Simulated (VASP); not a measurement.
HfSiO4, 12 atoms in the cell. The structure is tetragonal, space group I4_1/amd (No. 141). Conventional cell: a = 6.510 Å, b = 6.510 Å, c = 5.892 Å, α = 90.00°, β = 90.00°, γ = 90.00°. Within 2.8 Å of Hf (site symmetry -4m2) lie 8 O at 2.10 to 2.23 Å. Si (site symmetry -4m2) has 4 O at 1.60 Å within 2.1 Å. O (site symmetry m) has 1 Si at 1.60 Å and 1 Hf at 2.10 Å within 2.1 Å. 

* Program: VASP 6.6.1
* Task: single point
* Functional: PBE
* Potentials or basis: VASP PAW PBE potentials, release 64 (Hf_pv, Si, O)
* Cutoff: 520 eV
* k mesh: 6 × 6 × 6
* Occupations: gaussian, width 0.01 eV
* Spin: no spin polarisation
* Dipole correction: no
* Further INCAR settings: ALGO = Normal; EDIFF = 1e-06; NBANDS = 50

Potentials or basis: VASP PAW PBE potentials, release 64 (Hf_pv, Si, O).

The run is started by

```console
$ cat potpaw_PBE.64/Hf_pv/POTCAR potpaw_PBE.64/Si/POTCAR potpaw_PBE.64/O/POTCAR > POTCAR
$ mpirun -np 1 vasp_std > vasp.out
```

Hardware: 1 thread of Intel Xeon 8259CL, with other jobs on the host.

Question: How long does it take, and how much memory?

Answer: Wall time 6.6 min on 1 thread of Intel Xeon 8259CL (shared host), peak memory 0.34 GiB. Counts: scf iterations 14, k points 30.
